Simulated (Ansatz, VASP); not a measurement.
# Two plane-wave programs on GaAs

```xyz
8
Lattice="4.0010 0.0000 0.0000 0.0000 4.0010 0.0000 0.0000 0.0000 24.9020" Properties=species:S:1:pos:R:3 pbc="T T T"
As    0.0000    2.0005    7.5000
As    2.0005    0.0000   10.3291
As    0.0000    2.0005   13.1583
As    2.0005    0.0000   15.9874
Ga    2.0005    2.0005    8.9146
Ga    0.0000    0.0000   11.7437
Ga    2.0005    2.0005   14.5728
Ga    0.0000    0.0000   17.4020
```

Alike in both runs: task single point; functional PBEsol; k mesh 9 × 9 × 1; occupations gaussian, width 0.05 eV; no spin polarisation.

```csv
,VASP,Ansatz
version,VASP 6.6.1,Ansatz 0.2.0
potentials or method,"VASP PAW PBE potentials, release 64 (As, Ga_d), cutoff 520 eV","scalar-relativistic, plane waves, PAW"
valence electrons in the cell,72,112
```

VASP gave:

| Property | Result |
| --- | --- |
| gap on the k mesh at the Fermi level (eV) | none |
| rms of the force components (eV/Å) | 0.196 |

Estimate Ansatz's values.

gap on the k mesh at the Fermi level (eV): none; rms of the force components (eV/Å): 0.193.

VASP's potentials were made for PBE, not for PBEsol. A gap of «none» marks a metal or a gap that the smearing closes. VASP's potentials hold 72 valence electrons a cell and Ansatz's 112, so a difference there can come from the potentials and not from the codes.
